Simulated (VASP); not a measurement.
Crystal: Li.

```
Li
1.0
     1.55050    0.89518    7.58830
    -1.55050    0.89518    7.58830
     0.00000   -1.79036    7.58830
Li
3
Cartesian
  0.0000 0.0000 0.0000
  0.0000 0.0000 5.0538
  0.0000 0.0000 17.7111
```

| Property | Result |
| --- | --- |
| Program | VASP 6.6.1 |
| Task | relaxation of cell and atoms |
| Functional | LDA |
| Potentials or basis | VASP PAW LDA potentials, release 64 (Li_sv) |
| Cutoff | 600 eV |
| k mesh | 10 × 10 × 10 |
| Occupations | fermi-dirac, width 0.1 eV |
| Spin | no spin polarisation |

At the start: pressure -1.4 GPa; volume 21.06 Å³/atom.

**Question.** Where does the relaxation end?

**Answer.** Over 4 steps the energy falls by 11.6 meV/atom and the volume is 18.67 Å³/atom (-11.4 %); space group R-3m (No. 166, to 0.1 Å) before and after.

Step by step:
```csv
step,energy change (eV),largest force (eV/Å),pressure (GPa),volume (Å³)
1,0.0000,0.0084,-1.43,63.19
2,-0.0140,0.0080,-1.16,61.48
3,-0.0334,0.0073,-0.34,57.51
4,-0.0349,0.0072,0.04,56.01
```

Final structure:
```
Li
1.0
     1.49315    0.86207    7.25245
    -1.49315    0.86207    7.25245
     0.00000   -1.72414    7.25245
Li
3
Direct
  0.00000 0.00000 0.00000
  0.22208 0.22208 0.22208
  0.77792 0.77792 0.77792
```

Caveat: the cutoff is under 1.25 times the usual one of these potentials, so pressure, stress and relaxed cells hold a basis-set (Pulay) error.
